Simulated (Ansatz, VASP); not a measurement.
Sb in VASP and in Ansatz

File INCAR:

```
PREC = Accurate
ENCUT = 520
EDIFF = 1E-6
ISMEAR = -1
SIGMA = 0.08
LREAL = False
LASPH = True
NELM = 80
ALGO = Normal
ISIF = 2
LWAVE = False
LCHARG = False
GGA = PE
NBANDS = 12
```

KPOINTS

```
regular mesh
0
Gamma
  15 15 15
```

Contents of POSCAR:

```
Sb
1.0
   -2.8775956491      2.8775956491      1.5147203958
    2.8775956491     -2.8775956491      1.5147203958
    2.8775956491      2.8775956491     -1.5147203958
Sb
2
Direct
   -0.3750000000     -0.1250000000     -0.2500000000
    0.3750000000      0.1250000000      0.2500000000
```

Input for Ansatz:

```yaml
crystal:
  lattice:
    - [-2.8775956491, 2.8775956491, 1.5147203958]
    - [2.8775956491, -2.8775956491, 1.5147203958]
    - [2.8775956491, 2.8775956491, -1.5147203958]
  atoms:
    - { symbol: Sb, position: [-0.375, -0.125, -0.25] }
    - { symbol: Sb, position: [0.375, 0.125, 0.25] }
kpoints:
  mp_grid: { grid: [15, 15, 15] }
  band_path:
    path:
      - [0.0, 0.0, 0.0]
      - [0.0, 0.0, 0.5]
      - [-0.5, 0.5, 0.5]
      - [0.0, 0.0, 0.0]
      - [0.3192700369, 0.3192700369, -0.3192700369]
      - [-0.3192700369, 0.6807299631, 0.3192700369]
      - [-0.5, 0.5, 0.5]
      - [0.0, 0.0, 0.5]
      - [0.25, 0.25, 0.25]
    npoints: 8
scf:
  occupations: { method: fermi_dirac, width: 0.08 }
hamiltonian:
  xc: pbe
  pseudopotentials: { kind: paw }
output:
  forces: true
  stress: true
  eigenvalues: true
  populations: true
  dos: { projected: true, de: 0.2, e_range: [-14, 8] }
```

Change from the starting cell: volume scaled by 0.85, PAW files.

Alike in both runs: task single point; functional PBE; k mesh 15 × 15 × 15; occupations fermi-dirac, width 0.08 eV; no spin polarisation.

```csv
,VASP,Ansatz
version,VASP 6.6.1,Ansatz 0.2.0
potentials or method,"VASP PAW PBE potentials, release 64 (Sb)","PAW with Ansatz's default frozen-core files, scalar-relativistic"
plane-wave cutoff (eV),520,420
valence electrons in the cell,10,30
```

VASP gave:

```
pressure (GPa)                                                : 13.3
traceless stress, the component that is largest in VASP (GPa) : -0.06
```

**Question.** What did Ansatz give for the same quantities?

**Answer.** Pressure (GPa): 13.2; traceless stress, the component that is largest in VASP (GPa): -0.05.

VASP's potentials hold 10 valence electrons a cell and Ansatz's 30, so a difference there can come from the potentials and not from the codes.

Spin-orbit coupling is off throughout.
